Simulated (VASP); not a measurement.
# Ta18N17 (a cell with a defect) in VASP: further runs

Runs on Ta18N17 (a cell with a defect). Level: PBEsol. Tasks: single point.

Program: VASP 6.6.1. These are calculated values, not measurements. Logs are shortened: lines on timing, memory, paths and dates and some standing lists are left out, and cuts for length are marked.

## Step 1: The cell of the first run

The cell holds a defect, 35 atoms: a = 8.969 Å, b = 8.969 Å, c = 5.792 Å, α = 90.00°, β = 90.00°, γ = 120.00°.

## Step 2: Single point, PBEsol

INCAR

```
SYSTEM = Ta18N17
PREC = Accurate
ENCUT = 520
EDIFF = 1E-6
ISMEAR = 1
SIGMA = 0.1
LREAL = Auto
LASPH = .True.
NELM = 100
ALGO = Normal
ISIF = 2
LWAVE = .False.
LCHARG = .False.
GGA = PS
NBANDS = 164
```

KPOINTS

```
regular mesh
0
Gamma
  1 1 1
  0 0 0
```

POSCAR

```
Ta18N17
1.0
    7.7675072900      4.4845723700      0.0000000000
   -7.7675072400      4.4845724600      0.0000000000
    0.0000000000      0.0000000000      5.7917586500
Ta N
18 17
Direct
   -0.0043763732     -0.0023194714     -0.0016846351
    0.3316149777      0.6657418651     -0.0002109895
    0.6701695106      0.3354048447     -0.0026130232
    0.0025128090      0.6698707966      0.2519210637
    0.3242767840      0.3457001327      0.2355811218
    0.6637261771     -0.0053519204      0.2520099832
   -0.0025059598      0.3308246597      0.2484601115
    0.3362064763      0.0074416739      0.2516738159
    0.6582161031      0.6609863654      0.2481097861
   -0.0026458672     -0.0006949196      0.4994260249
    0.3370966553      0.6620902394      0.5008034995
    0.6827265447      0.3437162439      0.5048475216
    0.0020190198      0.6695107697      0.7517316006
    0.3351977073      0.3348543561      0.7485425865
    0.6621937481     -0.0062351064      0.7523241667
   -0.0007686393      0.3313073949      0.7481024783
    0.3331090624      0.0020493152      0.7554757138
    0.6607748869      0.6620303776      0.7521451192
    0.1294321223      0.8705033346      0.0024714428
    0.4607107027      0.5311620079     -0.0066919225
    0.7952609087      0.1975403251      0.0005675306
    0.0689944509      0.5348999070      0.0008520728
    0.4073969546      0.2082806961      0.0072877691
    0.7333739598      0.8619355440      0.0019859253
    0.1267490558      0.2596757432     -0.0092619536
    0.4633980852      0.9277093387      0.0057504123
    0.7981679413      0.5967654950      0.0042318752
    0.1332960230      0.8726863872      0.5019869051
    0.7975793537      0.1950811756      0.5015138191
    0.0734333709      0.5377945736      0.5011020271
    0.4449621453      0.2817940994      0.4715484821
    0.7309408925      0.8610886999      0.5003057232
    0.1317388236      0.2634056473      0.5005457194
    0.4587577511      0.9261120658      0.5024643076
    0.8034418619      0.6031577924      0.5006501782
```

Potentials or basis: VASP PAW PBE potentials, release 64 (Ta_pv, N).

Run with:

```
$ cat potpaw_PBE.64/Ta_pv/POTCAR potpaw_PBE.64/N/POTCAR > POTCAR
$ mpirun -np 1 vasp_gam > vasp.out
```

OUTCAR:

```text
SYSTEM = Ta18N17
   PREC = Accurate
   ENCUT = 520
   EDIFF = 1E-6
   ISMEAR = 1
   LREAL = Auto
   LASPH = .True.
   NELM = 100
   ISIF = 2
   GGA = PS

 ion  position               nearest neighbor table
   1  0.996  0.998  0.998-  19 2.03  25 2.04  24 2.04  10 2.89  10 2.90  15 3.30  13 3.30   6 3.31
                            16 3.31   7 3.31   4 3.31  17 3.32  18 3.33   5 3.33   8 3.35   9 3.35
   2  0.332  0.666  1.000-  26 2.04  22 2.04  20 2.05  11 2.89  11 2.90   5 3.15   9 3.28  15 3.28
                            18 3.30  13 3.30   6 3.30   4 3.31  14 3.32  17 3.33  16 3.33   7 3.33
   3  0.670  0.335  0.997-  27 2.03  23 2.04  21 2.04  12 2.85  12 2.94  18 3.29   7 3.29  16 3.30
                            13 3.31   9 3.31   8 3.31  17 3.32  14 3.33   4 3.33  15 3.35   6 3.37
   4  0.003  0.670  0.252-  35 2.13  19 2.14  30 2.16  27 2.16  28 2.16  22 2.16  13 2.89  13 2.90
                             8 3.01   7 3.02   9 3.05  12 3.25  10 3.31   2 3.31   1 3.31   3 3.33
   5  0.324  0.346  0.236-  31 2.00  20 2.05  25 2.09  33 2.15  23 2.18  14 2.83   7 2.87   9 2.92
                            14 2.98   8 3.09   2 3.15  11 3.18   1 3.33  10 3.39   3 3.44  12 3.58
   6  0.664  0.995  0.252-  26 2.13  32 2.14  29 2.15  24 2.16  21 2.16  34 2.18  15 2.89  15 2.90
                             9 2.97   8 3.00   7 3.00  11 3.29  10 3.30   2 3.30   1 3.31   3 3.37
   7  0.997  0.331  0.248-  21 2.15  22 2.16  29 2.16  33 2.16  25 2.17  30 2.19   5 2.87  16 2.89
                            16 2.90   6 3.00   4 3.02  12 3.24   3 3.29  10 3.31   1 3.31   2 3.33
   8  0.336  0.007  0.252-  23 2.12  34 2.16  26 2.16  28 2.16  19 2.18  31 2.50  17 2.87  17 2.92
                             6 3.00   4 3.01   5 3.09   3 3.31  10 3.33   1 3.35   2 3.38  12 3.40
   9  0.658  0.661  0.248-  24 2.13  20 2.15  32 2.15  27 2.15  35 2.19  18 2.87   5 2.92  18 2.92
[... 16 lines left out ...]
                            13 2.98  15 2.99   3 3.32   1 3.32   2 3.33  10 3.35  11 3.40  12 3.42
  18  0.661  0.662  0.752-  20 2.11  24 2.14  32 2.14  35 2.17  27 2.17   9 2.87   9 2.92  14 2.93
                            15 2.97  13 3.03  11 3.25  12 3.29   3 3.29   2 3.30   1 3.33  10 3.36
  19  0.129  0.871  0.002-   1 2.03   4 2.14  13 2.15  17 2.15   8 2.18
  20  0.461  0.531  0.993-   2 2.05   5 2.05  14 2.10  18 2.11   9 2.15
  21  0.795  0.198  0.001-   3 2.04   7 2.15  15 2.16   6 2.16  16 2.17
  22  0.069  0.535  0.001-   2 2.04  13 2.15   7 2.16   4 2.16  16 2.17
  23  0.407  0.208  0.007-   3 2.04   8 2.12  14 2.17   5 2.18  17 2.18
  24  0.733  0.862  0.002-   1 2.04   9 2.13  18 2.14   6 2.16  15 2.16
  25  0.127  0.260  0.991-   1 2.04   5 2.09  16 2.10  14 2.16   7 2.17
  26  0.463  0.928  0.006-   2 2.04   6 2.13  15 2.15   8 2.16  17 2.17
  27  0.798  0.597  0.004-   3 2.03   9 2.15   4 2.16  18 2.17  13 2.17
  28  0.133  0.873  0.502-  10 2.04  17 2.15   4 2.16  13 2.16   8 2.16
  29  0.798  0.195  0.502-  12 2.05  16 2.14   6 2.15  15 2.16   7 2.16
  30  0.073  0.538  0.501-  11 2.05   4 2.16  13 2.16  16 2.16   7 2.19
  31  0.445  0.282  0.472-  12 1.93   5 2.00  14 2.06   8 2.50
  32  0.731  0.861  0.500-  10 2.07  18 2.14   6 2.14   9 2.15  15 2.16
  33  0.132  0.263  0.501-  10 2.05  16 2.14   5 2.15  14 2.15   7 2.16
  34  0.459  0.926  0.502-  11 2.05  17 2.16   8 2.16  15 2.16   6 2.18
  35  0.803  0.603  0.501-  12 2.02   4 2.13  13 2.14  18 2.17   9 2.19

  LATTYP: Found a hexagonal cell.
 ALAT       =     8.9691448222
 C/A-ratio  =     0.6457425724

  Lattice vectors:

 A1 = (   7.7675072900,   4.4845723700,   0.0000000000)
 A2 = (  -7.7675072400,   4.4845724600,   0.0000000000)
 A3 = (   0.0000000000,   0.0000000000,   5.7917586500)

Analysis of symmetry for initial positions (statically):
=====================================================================
 Subroutine PRICEL returns:
 Original cell was already a primitive cell.

 Routine SETGRP: Setting up the symmetry group for a
 hexagonal supercell.

 Subroutine GETGRP returns: Found  1 space group operations
 (whereof  1 operations were pure point group operations)
 out of a pool of 24 trial point group operations.

The static configuration has the point symmetry C_1 .

Analysis of symmetry for dynamics (positions and initial velocities):
=====================================================================
 Subroutine PRICEL returns:
 Original cell was already a primitive cell.

 Routine SETGRP: Setting up the symmetry group for a
 hexagonal supercell.

 Subroutine GETGRP returns: Found  1 space group operations
 (whereof  1 operations were pure point group operations)
 out of a pool of 24 trial point group operations.

The dynamic configuration has the point symmetry C_1 .

 Subroutine INISYM returns: Found  1 space group operations
 (whereof  1 operations are pure point group operations),
 and found     1 'primitive' translations

----------------------------------------------------------------------------------------
[... 89 lines left out ...]

 KPOINTS: regular mesh

Automatic generation of k-mesh.
 Grid dimensions read from file:
 generate k-points for:    1    1    1

 Generating k-lattice:

  Cartesian coordinates                     Fractional coordinates (reciprocal lattice)
     0.064370716  0.111493349  0.000000000     1.000000000  0.000000000  0.000000000
    -0.064370715  0.111493350  0.000000000     0.000000000  1.000000000  0.000000000
     0.000000000  0.000000000  0.172659128     0.000000000  0.000000000  1.000000000

  Length of vectors
     0.128741431  0.128741431  0.172659128

  Shift w.r.t. Gamma in fractional coordinates (k-lattice)
     0.000000000  0.000000000  0.000000000

 Subroutine IBZKPT returns following result:
 ===========================================

 Found      1 irreducible k-points:

 Following reciprocal coordinates:
            Coordinates               Weight
  0.000000  0.000000  0.000000      1.000000
   k-points           NKPTS =      1   k-points in BZ     NKDIM =      1   number of bands    NBANDS=    164
   number of dos      NEDOS =    301   number of ions     NIONS =     35
   total plane-waves  NPLWV = 235200
   dimension x,y,z NGX =    70 NGY =   70 NGZ =   48
   dimension x,y,z NGXF=   140 NGYF=  140 NGZF=   96
   ions per type =              18  17
   NGX,Y,Z   is equivalent  to a cutoff of  12.97, 12.97, 13.78 a.u.
   NGXF,Y,Z  is equivalent  to a cutoff of  25.95, 25.95, 27.56 a.u.
 SYSTEM =  Ta18N17
   PREC   = accura    normal or accurate (medium, high low for compatibility)
   ISTART =      0    job   : 0-new  1-cont  2-samecut
   ICHARG =      2    charge: 1-file 2-atom 10-const
   ISPIN  =      1    spin polarized calculation?
   LNONCOLLINEAR =      F non collinear calculations
   LSORBIT =      F    spin-orbit coupling
   LASPH  =      T    aspherical Exc in radial PAW
   ENCUT  =  520.0 eV  38.22 Ry    6.18 a.u.  16.68 16.68 10.77*2*pi/ulx,y,z
   NELM   =    100;   NELMIN=  2; NELMDL= -5     # of ELM steps
   EDIFF  = 0.1E-05   stopping-criterion for ELM
   LREAL  =      T    real-space projection
   EDIFFG = 0.1E-04   stopping-criterion for IOM
   NSW    =      0    number of steps for IOM
[... 5 lines left out ...]
   TEBEG  =    0.0;   TEEND  =   0.0 temperature during run
   PSTRESS=    0.0 pullay stress
   NELECT =     283.0000    total number of electrons
   NUPDOWN=      -1.0000    fix difference up-down
   EMIN   =  10.00;   EMAX   =-10.00  energy-range for DOS
   EFERMI =   0.00;   METHOD = LEGACY
   ISMEAR =     1;   SIGMA  =   0.10  broadening in eV -4-tet -1-fermi 0-gaus
   EFERMI_NEDOS =   21; number of points for ismear=-14 and -15
   IALGO  =     38    algorithm
   IMIX   =      4    mixing-type and parameters
     AMIX     =   0.40;   BMIX     =  1.00
     AMIX_MAG =   1.60;   BMIX_MAG =  1.00
  volume/ion in A,a.u.               =      11.53        77.80
  Fermi-wavevector in a.u.,A,eV,Ry     =   1.454530  2.748663 28.785256  2.115657
  Thomas-Fermi vector in A             =   2.571670
   LORBIT       =      0    0 simple, 1 ext, 2 COOP (PROOUT), +10 PAW based schemes
   GGA     = PS    functional components
   LHFCALC =     F    Hartree Fock is set to
   AEXX    =    0.0000 exact exchange contribution
   IVDW    =     0    specifies the selected vdW correction
   LEPSILON=     F    determine dielectric tensor
   LRPA    =     F    only Hartree local field effects (RPA)
 non-spin polarized calculation
 Methfessel and Paxton  Order N= 1 SIGMA  =   0.10
  energy-cutoff  :      520.00
  volume of cell :      403.50
 maximum number of plane-waves:      5429
 NGX is ok and might be reduce to    70
   NGX = 33   NGY = 33   NGZ = 21

 number of electron     282.9999998 magnetization

 Free energy of the ion-electron system (eV)
  ---------------------------------------------------
  ext. energy  EPLUGINS =         0.00000000
  ---------------------------------------------------
  free energy    TOTEN  =      -420.55577783 eV

  energy without entropy =     -420.52756835  energy(sigma->0) =     -420.54637467

 E-fermi :   8.0574     XC(G=0): -13.1330

 val. band max:        8.0574427544   @ k =   0.0000   0.0000   0.0000
 cond. band min:       8.5521988484   @ k =   0.0000   0.0000   0.0000
 fundamental gap:      0.4947560940
 Fermi energy:         8.0574427544

 k-point     1 :       0.0000    0.0000    0.0000
  band No.  band energies     occupation
      1     -28.4241      2.00000
      2     -28.3617      2.00000
      3     -28.3213      2.00000
      4     -28.2670      2.00000
      5     -28.1396      2.00000
      6     -28.0696      2.00000
[... 145 lines left out ...]
    152       9.9001     -0.00000
    153      10.0338     -0.00000
 [bands above 153 left out]

------------------------ aborting loop because EDIFF is reached ----------------------------------------

  FORCE on cell =-STRESS in cart. coord.  units (eV):
  Direction    XX          YY          ZZ          XY          YZ          ZX
  --------------------------------------------------------------------------------------
  -------------------------------------------------------------------------------------
  Total       13.6999953     10.1210069    -41.6536760      3.5512182      0.4999898      2.3953768
  in kB       54.3986146     40.1875140   -165.3943827     14.1008335      1.9853109      9.5113302
  external PRESSURE =     -23.6027514 kB  Pullay stress =       0.0000000 kB

 VOLUME and BASIS-vectors are now :
 -----------------------------------------------------------------------------
  energy-cutoff  :      520.00
  volume of cell :      403.50
      direct lattice vectors                 reciprocal lattice vectors
     7.767507290  4.484572370  0.000000000     0.064370716  0.111493349  0.000000000
    -7.767507240  4.484572460  0.000000000    -0.064370715  0.111493350  0.000000000
     0.000000000  0.000000000  5.791758650     0.000000000  0.000000000  0.172659128

 POSITION                                       TOTAL-FORCE (eV/Angst)
 -----------------------------------------------------------------------------------
     -0.01598      8.93912      5.78200        -0.063976      0.046483      0.021841
     -2.59533      4.47272      5.79054        -0.021786      0.027794     -0.112586
      2.60029      4.50957      5.77662        -0.099993      0.123161      0.073603
     -5.18371      3.01535      1.45907        -0.031594     -0.004831     -0.028966
     -0.16641      3.00456      1.36443         0.436846      0.350880      0.108104
     -2.57044      7.43710      1.45958        -0.085164      0.035632     -0.004975
[... 27 lines left out ...]
     -3.63018      6.21055      2.91015        -0.026933      0.007728     -0.056539
      1.55571      6.30800      2.89965        -0.227506     -0.045346     -0.043902
 -----------------------------------------------------------------------------------
    total drift:                               -0.006537     -0.001708     -0.003943

  FREE ENERGIE OF THE ION-ELECTRON SYSTEM (eV)
  ---------------------------------------------------
  free  energy   TOTEN  =      -420.5557778341 eV

  energy  without entropy=     -420.5275683550  energy(sigma->0) =     -420.54637467
```

Run time: 4.9 min. Hardware: 1 thread of Intel Xeon 8259CL, shared host; peak memory 0.51 GiB.

Results:

```yaml
Free_energy: -420.5558 eV
Pressure: -2.4 GPa
Largest_force: 5.407 eV/Å
Band_gap_on_the_k_mesh: zero (an odd number of electrons rules out a gap without spin polarisation)
```

Forces in eV/Å, atoms in the order of the input:
```
Ta  -0.064  0.046  0.022
Ta  -0.022  0.028 -0.113
Ta  -0.100  0.123  0.074
Ta  -0.032 -0.005 -0.029
Ta   0.437  0.351  0.108
Ta  -0.085  0.036 -0.005
Ta  -0.008  0.096  0.072
Ta  -0.213  0.321 -0.032
Ta  -0.217  0.176 -0.082
Ta  -0.109 -0.002  0.072
Ta   0.159  0.025 -0.076
Ta  -0.121  0.136 -0.313
Ta  -0.029  0.147 -0.013
Ta  -0.846  0.764 -0.012
Ta  -0.063  0.059 -0.046
Ta  -0.022  0.127  0.052
Ta  -0.210  0.363 -0.144
Ta   0.023  0.275  0.107
N    0.000  0.202  0.105
N   -0.220  0.308  0.092
N   -0.131  0.093 -0.091
N    0.053 -0.012 -0.046
N   -0.100  0.121 -0.500
N   -0.081  0.137  0.070
N    0.176  0.060  0.243
N   -0.165 -0.004 -0.168
N   -0.069  0.249 -0.092
N   -0.150  0.158 -0.111
N   -0.138  0.053  0.005
N   -0.027  0.087 -0.057
N    2.730 -4.545  1.060
N   -0.072  0.050  0.038
N   -0.027  0.016 -0.090
N   -0.027  0.008 -0.057
N   -0.228 -0.045 -0.044
```

Stress tensor (GPa, compression positive):
```
  5.44   1.41   0.95
  1.41   4.02   0.20
  0.95   0.20 -16.54
```

Levels at points of the mesh, in eV from the Fermi level:
| k point | band 140 | band 141 | band 142 | band 143 | band 144 | band 145 |
| --- | --- | --- | --- | --- | --- | --- |
| (0.00, 0.00, 0.00) | -1.24 | -0.63 | 0.00 | 0.49 | 0.57 | 0.67 |

Caveat: the k points lie up to 1.08 Å⁻¹ apart, too coarse for converged energies and pressures of a metal; the PAW data sets were made with another functional, which shifts forces and pressure a little; spin-orbit coupling is left out, which moves the levels of the heavy elements.

## Step 3: Single point, PBEsol

INCAR

```
ALGO     = Normal         # electronic algorithm
EDIFF    = 1E-6           # SCF threshold, eV
ENCUT    = 520            # plane-wave cutoff, eV
GGA      = PS             # functional
ISIF     = 2              # what is computed and relaxed
ISMEAR   = 1              # smearing method
LASPH    = True           # aspherical terms in the spheres
LCHARG   = False          # write CHGCAR
LREAL    = Auto         
LWAVE    = False          # write WAVECAR
NBANDS   = 164            # bands
NELM     = 80             # most SCF steps
PREC     = Accurate       # precision mode
SIGMA    = 0.1            # smearing width, eV
```

KPOINTS

```
k-points
0
Gamma
  1 1 1
```

POSCAR

```
Ta18N17
1.0
    7.7675072900      4.4845723700      0.0000000000
   -7.7675072400      4.4845724600      0.0000000000
    0.0000000000      0.0000000000      5.7917586500
Ta N
18 17
Direct
   -0.0042434680     -0.0013427948     -0.0021052328
    0.3317779013      0.6671284760      0.0021995046
    0.6696836952      0.3351284916     -0.0041826674
    0.0033648149      0.6719298821      0.2524552711
    0.3157442335      0.3465991794      0.2333754014
    0.6642876119     -0.0044119858      0.2521702109
   -0.0032557009      0.3315929087      0.2469707539
    0.3337947830      0.0034826372      0.2528454807
    0.6572293635      0.6583705318      0.2505577473
   -0.0016614648      0.0005046098      0.4978779632
    0.3364505419      0.6652598932      0.5024225241
    0.6829820292      0.3430047516      0.5117183189
    0.0006463225      0.6694935909      0.7520527465
    0.3319156566      0.3198644308      0.7486156213
    0.6622329186     -0.0055290553      0.7531865990
   -0.0020312727      0.3315547698      0.7469553311
    0.3304057336     -0.0019030630      0.7584354365
    0.6567411775      0.6601877186      0.7491560443
    0.1270918540      0.8698477766      0.0003442823
    0.4587649240      0.5274918665     -0.0084009025
    0.7953069398      0.1973968489      0.0024249975
    0.0690373055      0.5375902004      0.0018973512
    0.4067264600      0.2080026053      0.0176961794
    0.7327732004      0.8616332073      0.0004299212
    0.1247649688      0.2623936794     -0.0148039663
    0.4650295028      0.9284837246      0.0092664428
    0.7957068127      0.5950079382      0.0061991533
    0.1327820853      0.8714552310      0.5042794730
    0.7982149417      0.1951522325      0.5014371585
    0.0729492168      0.5386277018      0.5023909275
    0.4868056682      0.3694781979      0.4489194314
    0.7315323506      0.8621239298      0.4995270305
    0.1321617254      0.2651874150      0.5024420346
    0.4590686395      0.9277155181      0.5037551073
    0.8064424879      0.6044398491      0.5015923790
```

Potentials or basis: VASP PAW PBE potentials, release 64 (Ta_pv, N).

Run with:

```
$ cat potpaw_PBE.64/Ta_pv/POTCAR potpaw_PBE.64/N/POTCAR > POTCAR
$ mpirun -np 1 vasp_gam > vasp.out
```

It took 4.9 min on 1 thread of Intel Xeon 8259CL, shared host; peak memory 0.51 GiB.

The run converged. Its results:

```yaml
Free_energy: -418.0277 eV
Pressure: -0.5 GPa
Largest_force: 0.075 eV/Å
Band_gap_on_the_k_mesh: zero (an odd number of electrons rules out a gap without spin polarisation)
```

Forces in eV/Å, atoms in the order of the input:
```
Ta  -0.006 -0.005  0.005
Ta   0.027 -0.004 -0.002
Ta   0.006  0.008  0.000
Ta   0.004  0.006 -0.007
Ta  -0.044 -0.056 -0.023
Ta   0.008 -0.006  0.007
Ta   0.014  0.012  0.004
Ta  -0.014  0.008  0.020
Ta  -0.014 -0.046  0.025
Ta  -0.017 -0.015 -0.006
Ta   0.044  0.010  0.008
Ta   0.065  0.002  0.010
Ta   0.001  0.003  0.006
Ta   0.005  0.032 -0.002
Ta   0.005 -0.010 -0.006
Ta  -0.017 -0.004 -0.003
Ta  -0.025  0.050 -0.011
Ta  -0.012 -0.011 -0.015
N    0.005  0.004  0.010
N   -0.002  0.006  0.009
N   -0.013 -0.003 -0.004
N    0.003  0.003  0.002
N   -0.009 -0.008 -0.021
N    0.017  0.017 -0.009
N   -0.015 -0.006 -0.022
N   -0.008 -0.011 -0.008
N   -0.005  0.008 -0.001
N    0.005  0.007 -0.004
N    0.001 -0.015  0.000
N   -0.002  0.009 -0.001
N    0.012  0.002  0.040
N    0.013  0.022  0.004
N   -0.010  0.012 -0.005
N   -0.006 -0.017  0.003
N   -0.018 -0.003  0.000
```

Stress tensor (GPa, compression positive):
```
  8.10   2.59   2.69
  2.59   5.49   0.54
  2.69   0.54 -15.01
```

Levels at points of the mesh, in eV from the Fermi level:
```
           k point  band 138  band 139  band 140  band 141  band 142  band 143  band 144  band 145
(0.00, 0.00, 0.00)     -1.28     -0.90     -0.71     -0.19      0.00      0.43      0.65      0.90
```

Caveat: the k points lie up to 1.08 Å⁻¹ apart, too coarse for converged energies and pressures of a metal; the PAW data sets were made with another functional, which shifts forces and pressure a little; spin-orbit coupling is left out, which moves the levels of the heavy elements.

The gap in the log of VASP goes by the Fermi energy; the results here count the filled bands.